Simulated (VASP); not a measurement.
# Zn2GeO3 (P4/mmm) in VASP: single point with PBE

Aim: the single point of Zn2GeO3 with PBE.

All numbers are computed with VASP 6.6.1; they aren't measurements. Logs are shortened: lines on timing, memory, paths and dates and some standing lists are left out, and cuts for length are marked.

**1. The cell of the first run**

It takes space group P4/mmm (No. 123, tetragonal). Conventional cell: a = 2.835 Å, b = 2.835 Å, c = 9.279 Å, α = 90.00°, β = 90.00°, γ = 90.00°. Within 2.5 Å of Zn (site symmetry 4mm) lie 5 O at 1.85 to 2.15 Å. Within 2.7 Å of Ge (site symmetry 4/mmm) lie 2 O at 2.02 Å. O (site symmetry 4mm) has 1 Ge at 2.02 Å and 4 Zn at 2.15 Å within 2.7 Å. O (site symmetry 4/mmm) has 2 Zn at 1.85 Å within 2.5 Å.

**2. Single point, PBE**

POSCAR reads:

```
Zn2GeO3
1.0
    2.8352670184      0.0000000000      0.0000000000
    0.0000000000      2.8352670184      0.0000000000
    0.0000000000      0.0000000000      9.2787453010
Zn Ge O
2 1 3
Direct
    0.5000000000      0.5000000000      0.6996514600
    0.5000000000      0.5000000000      0.3003485400
    0.0000000000      0.0000000000      0.0000000000
    0.0000000000      0.0000000000      0.7818550872
    0.0000000000      0.0000000000      0.2181449128
    0.5000000000      0.5000000000      0.5000000000
```

INCAR.step1 reads:

```
SYSTEM = Zn2GeO3
PREC = Accurate
ENCUT = 520
EDIFF = 1E-7
ISMEAR = 0
SIGMA = 0.1
LREAL = .FALSE.
LASPH = .TRUE.
NELM = 100
ALGO = Normal
ISIF = 2
LWAVE = .FALSE.
LCHARG = .TRUE.
GGA = PE
NBANDS = 37
```

KPOINTS.step1 reads:

```
regular mesh
0
G
  14 14 4
  0 0 0
```

INCAR.step2 reads:

```
SYSTEM = Zn2GeO3
PREC = Accurate
ENCUT = 520
EDIFF = 1E-7
ISMEAR = -5
SIGMA = 0.1
LREAL = .FALSE.
LASPH = .TRUE.
NELM = 100
ALGO = Normal
ISIF = 2
LWAVE = .FALSE.
LCHARG = .FALSE.
GGA = PE
LORBIT = 11
NBANDS = 37
NEDOS = 2001
ICHARG = 11
```

KPOINTS.step2 reads:

```
regular mesh
0
G
  21 21 6
  0 0 0
```

Potentials or basis: VASP PAW PBE potentials, release 64 (Zn, Ge_d, O).

The run is started by

```console
cat potpaw_PBE.64/Zn/POTCAR potpaw_PBE.64/Ge_d/POTCAR potpaw_PBE.64/O/POTCAR > POTCAR
cp INCAR.step1 INCAR
cp KPOINTS.step1 KPOINTS
mpirun -np 1 vasp_std > vasp.out
cp INCAR.step2 INCAR
cp KPOINTS.step2 KPOINTS
mpirun -np 1 vasp_std > vasp.out
```

OUTCAR:

```text
SYSTEM = Zn2GeO3
   PREC = Accurate
   ENCUT = 520
   EDIFF = 1E-7
   ISMEAR = -5
   LREAL = .FALSE.
   LASPH = .TRUE.
   NELM = 100
   ISIF = 2
   GGA = PE
   LORBIT = 11
   ICHARG = 11

 ion  position               nearest neighbor table
   1  0.500  0.500  0.700-   6 1.85   4 2.15   4 2.15   4 2.15   4 2.15
   2  0.500  0.500  0.300-   6 1.85   5 2.15   5 2.15   5 2.15   5 2.15
   3  0.000  0.000  0.000-   4 2.02   5 2.02
   4  0.000  0.000  0.782-   3 2.02   1 2.15   1 2.15   1 2.15   1 2.15
   5  0.000  0.000  0.218-   3 2.02   2 2.15   2 2.15   2 2.15   2 2.15
   6  0.500  0.500  0.500-   1 1.85   2 1.85

  LATTYP: Found a simple tetragonal cell.
 ALAT       =     2.8352670184
 C/A-ratio  =     3.2726177961

  Lattice vectors:

 A1 = (   2.8352670184,   0.0000000000,   0.0000000000)
 A2 = (   0.0000000000,   2.8352670184,   0.0000000000)
 A3 = (   0.0000000000,   0.0000000000,   9.2787453010)

Analysis of symmetry for initial positions (statically):
=====================================================================
 Subroutine PRICEL returns:
 Original cell was already a primitive cell.

 Routine SETGRP: Setting up the symmetry group for a
 simple tetragonal supercell.

 Subroutine GETGRP returns: Found 16 space group operations
 (whereof 16 operations were pure point group operations)
 out of a pool of 16 trial point group operations.

The static configuration has the point symmetry D_4h.

Analysis of symmetry for dynamics (positions and initial velocities):
=====================================================================
 Subroutine PRICEL returns:
 Original cell was already a primitive cell.

 Routine SETGRP: Setting up the symmetry group for a
 simple tetragonal supercell.

 Subroutine GETGRP returns: Found 16 space group operations
 (whereof 16 operations were pure point group operations)
 out of a pool of 16 trial point group operations.

The dynamic configuration has the point symmetry D_4h.

 Subroutine INISYM returns: Found 16 space group operations
 (whereof 16 operations are pure point group operations),
 and found     1 'primitive' translations

----------------------------------------------------------------------------------------

                                     Primitive cell

  volume of cell :      74.5894

  direct lattice vectors                    reciprocal lattice vectors
     2.835267018  0.000000000  0.000000000     0.352700466  0.000000000  0.000000000
     0.000000000  2.835267018  0.000000000     0.000000000  0.352700466  0.000000000
     0.000000000  0.000000000  9.278745301     0.000000000  0.000000000  0.107773192

  length of vectors
     2.835267018  2.835267018  9.278745301     0.352700466  0.352700466  0.107773192

  position of ions in fractional coordinates (direct lattice)
     0.500000000  0.500000000  0.699651460
     0.500000000  0.500000000  0.300348540
     0.000000000  0.000000000  0.000000000
     0.000000000  0.000000000  0.781855087
     0.000000000  0.000000000  0.218144913
     0.500000000  0.500000000  0.500000000

  ion indices of the primitive-cell ions
   primitive index   ion index
                 1           1
                 2           2
                 3           3
                 4           4
                 5           5
                 6           6

----------------------------------------------------------------------------------------

 KPOINTS: regular mesh

Automatic generation of k-mesh.
 Grid dimensions read from file:
 generate k-points for:   21   21    6

 Generating k-lattice:

  Cartesian coordinates                     Fractional coordinates (reciprocal lattice)
     0.016795260  0.000000000  0.000000000     0.047619048  0.000000000  0.000000000
     0.000000000  0.016795260  0.000000000     0.000000000  0.047619048  0.000000000
     0.000000000  0.000000000  0.017962199     0.000000000  0.000000000  0.166666667

  Length of vectors
     0.016795260  0.016795260  0.017962199

  Shift w.r.t. Gamma in fractional coordinates (k-lattice)
     0.000000000  0.000000000  0.000000000

 TETIRR: Found   3963 inequivalent tetrahedra from    15876

 Subroutine IBZKPT returns following result:
 ===========================================

 Found    264 irreducible k-points:

 Following reciprocal coordinates:
            Coordinates               Weight
  0.000000  0.000000  0.000000      1.000000
  0.047619  0.000000  0.000000      4.000000
  0.095238  0.000000  0.000000      4.000000
  0.142857  0.000000  0.000000      4.000000
  0.190476  0.000000  0.000000      4.000000
  0.238095  0.000000  0.000000      4.000000
[... 16 lines left out ...]
  0.142857  0.095238  0.000000      8.000000
  0.190476  0.095238  0.000000      8.000000
 [... further k-points ...]
   k-points           NKPTS =    264   k-points in BZ     NKDIM =    264   number of bands    NBANDS=     37
   number of dos      NEDOS =   2001   number of ions     NIONS =      6
   total plane-waves  NPLWV =  40320
   dimension x,y,z NGX =    24 NGY =   24 NGZ =   70
   dimension x,y,z NGXF=    48 NGYF=   48 NGZF=  140
   ions per type =               2   1   3
   NGX,Y,Z   is equivalent  to a cutoff of  14.07, 14.07, 12.54 a.u.
   NGXF,Y,Z  is equivalent  to a cutoff of  28.14, 28.14, 25.08 a.u.
 SYSTEM =  Zn2GeO3
   PREC   = accura    normal or accurate (medium, high low for compatibility)
   ISTART =      0    job   : 0-new  1-cont  2-samecut
   ICHARG =     11    charge: 1-file 2-atom 10-const
   ISPIN  =      1    spin polarized calculation?
   LNONCOLLINEAR =      F non collinear calculations
   LSORBIT =      F    spin-orbit coupling
   LASPH  =      T    aspherical Exc in radial PAW
   ENCUT  =  520.0 eV  38.22 Ry    6.18 a.u.   5.27  5.27 17.25*2*pi/ulx,y,z
   NELM   =    100;   NELMIN=  2; NELMDL=  0     # of ELM steps
   EDIFF  = 0.1E-06   stopping-criterion for ELM
   LREAL  =      F    real-space projection
   EDIFFG = 0.1E-05   stopping-criterion for IOM
   NSW    =      0    number of steps for IOM
   IBRION =     -1    ionic relax: 0-MD 1-quasi-New 2-CG
   NFREE  =      0    steps in history (QN), initial steepest desc. (CG)
   ISIF   =      2    stress and relaxation
   ISYM   =      2    0-nonsym 1-usesym 2-fastsym
   POTIM  = 0.5000    time-step for ionic-motion
   TEBEG  =    0.0;   TEEND  =   0.0 temperature during run
   PSTRESS=    0.0 pullay stress
   NELECT =      56.0000    total number of electrons
   NUPDOWN=      -1.0000    fix difference up-down
   EMIN   =  10.00;   EMAX   =-10.00  energy-range for DOS
   EFERMI =   0.00;   METHOD = LEGACY
   ISMEAR =    -5;   SIGMA  =   0.10  broadening in eV -4-tet -1-fermi 0-gaus
   EFERMI_NEDOS =   21; number of points for ismear=-14 and -15
   IALGO  =     38    algorithm
   IMIX   =      4    mixing-type and parameters
     AMIX     =   0.40;   BMIX     =  1.00
     AMIX_MAG =   1.60;   BMIX_MAG =  1.00
  volume/ion in A,a.u.               =      12.43        83.89
  Fermi-wavevector in a.u.,A,eV,Ry     =   1.487916  2.811754 30.121861  2.213894
  Thomas-Fermi vector in A             =   2.601017
   LORBIT       =     11    0 simple, 1 ext, 2 COOP (PROOUT), +10 PAW based schemes
   GGA     = PE    functional components
   LHFCALC =     F    Hartree Fock is set to
   AEXX    =    0.0000 exact exchange contribution
   IVDW    =     0    specifies the selected vdW correction
   LEPSILON=     F    determine dielectric tensor
   LRPA    =     F    only Hartree local field effects (RPA)
 non-spin polarized calculation
 Fermi weights with tetrahedron method with Bloechl corrections
  energy-cutoff  :      520.00
  volume of cell :       74.59
 maximum number of plane-waves:      2042
 NGX is ok and might be reduce to    24

 number of electron      56.0000021 magnetization

 Free energy of the ion-electron system (eV)
  ---------------------------------------------------
  ext. energy  EPLUGINS =         0.00000000
  ---------------------------------------------------
  free energy    TOTEN  =       -26.16083964 eV

  energy without entropy =      -26.16083964  energy(sigma->0) =      -26.16083964

 E-fermi :   2.6839     XC(G=0): -11.0585

 val. band max:        2.6876018762   @ k =   0.0476   0.0476   0.0000
 cond. band min:       2.6844094418   @ k =   0.3810   0.0952   0.5000
 fundamental gap:     -0.0031924344
 Fermi energy:         2.6839005995

 k-point     1 :       0.0000    0.0000    0.0000
  band No.  band energies     occupation
      1     -21.8645      2.00000
      2     -21.8249      2.00000
      3     -21.7023      2.00000
      4     -21.6912      2.00000
      5     -21.6912      2.00000
      6     -16.1068      2.00000
[... 29 lines left out ...]
     36      13.0265      0.00000
     37      15.4366      0.00000

 k-point     2 :       0.0476    0.0000    0.0000
  band No.  band energies     occupation
      1     -21.8623      2.00000
      2     -21.8239      2.00000
      3     -21.7032      2.00000
      4     -21.6923      2.00000
      5     -21.6911      2.00000
      6     -16.0912      2.00000
[... 29 lines left out ...]
     36      13.4064      0.00000
     37      15.5647      0.00000
[... 838 lines left out ...]
     36      15.0731      0.00000
     37      15.2180      0.00000

 k-point    24 :       0.1905    0.0952    0.0000
  band No.  band energies     occupation
      1     -21.8303      2.00000
      2     -21.8008      2.00000
      3     -21.7196      2.00000
      4     -21.7071      2.00000
      5     -21.6942      2.00000
      6     -15.8212      2.00000
[... 29 lines left out ...]
     36      14.5923      0.00000
     37      14.6623      0.00000

 [... further k-points ...]

------------------------ aborting loop because EDIFF is reached ----------------------------------------

  FORCE on cell =-STRESS in cart. coord.  units (eV):
  Direction    XX          YY          ZZ          XY          YZ          ZX
  --------------------------------------------------------------------------------------
  -------------------------------------------------------------------------------------
  Total        0.1401991      0.1401991      0.7633102      0.0000000      0.0000000      0.0000000
  in kB        3.0114696      3.0114696     16.3958691      0.0000000      0.0000000      0.0000000
  external PRESSURE =       7.4729361 kB  Pullay stress =       0.0000000 kB

 VOLUME and BASIS-vectors are now :
 -----------------------------------------------------------------------------
  energy-cutoff  :      520.00
  volume of cell :       74.59
      direct lattice vectors                 reciprocal lattice vectors
     2.835267018  0.000000000  0.000000000     0.352700466  0.000000000  0.000000000
     0.000000000  2.835267018  0.000000000     0.000000000  0.352700466  0.000000000
     0.000000000  0.000000000  9.278745301     0.000000000  0.000000000  0.107773192

 POSITION                                       TOTAL-FORCE (eV/Angst)
 -----------------------------------------------------------------------------------
      1.41763      1.41763      6.49189        -0.000000     -0.000000      0.079759
      1.41763      1.41763      2.78686        -0.000000     -0.000000     -0.079759
      0.00000      0.00000      0.00000        -0.000000      0.000000     -0.000000
      0.00000      0.00000      7.25463         0.000000      0.000000      0.002293
      0.00000      0.00000      2.02411        -0.000000      0.000000     -0.002293
      1.41763      1.41763      4.63937        -0.000000      0.000000     -0.000000
 -----------------------------------------------------------------------------------
    total drift:                                0.000000     -0.000000      0.000000

  FREE ENERGIE OF THE ION-ELECTRON SYSTEM (eV)
  ---------------------------------------------------
  free  energy   TOTEN  =       -26.1608396446 eV

  energy  without entropy=      -26.1608396446  energy(sigma->0) =      -26.16083964

 total charge

# of ion       s       p       d       tot
------------------------------------------
    1        0.429   0.444   9.885  10.758
    2        0.429   0.444   9.885  10.758
    3        1.162   0.915  10.102  12.180
    4        1.573   3.406   0.000   4.979
    5        1.573   3.406   0.000   4.979
    6        1.572   3.316   0.000   4.888
--------------------------------------------------
tot          6.738  11.933  29.872  48.542
```

It took 11 min on 1 thread of Intel Xeon Platinum 8488C (Sapphire Rapids), shared host; peak memory 0.67 GiB.

What came out:

```
Valence electrons inside the program's atomic spheres : Zn 10.76; Ge 12.18; O 4.98, 4.89 (each value once)
```

Levels at points of the mesh, in eV from the Fermi level:
```csv
k point,band 25,band 26,band 27,band 28,band 29,band 30,band 31,band 32
"(0.00, 0.00, 0.00)",-1.91,-1.91,0.07,0.07,2.10,2.79,6.76,7.34
"(0.00, 0.00, 0.50)",-2.00,-0.78,0.08,0.08,0.93,3.75,6.08,7.34
```
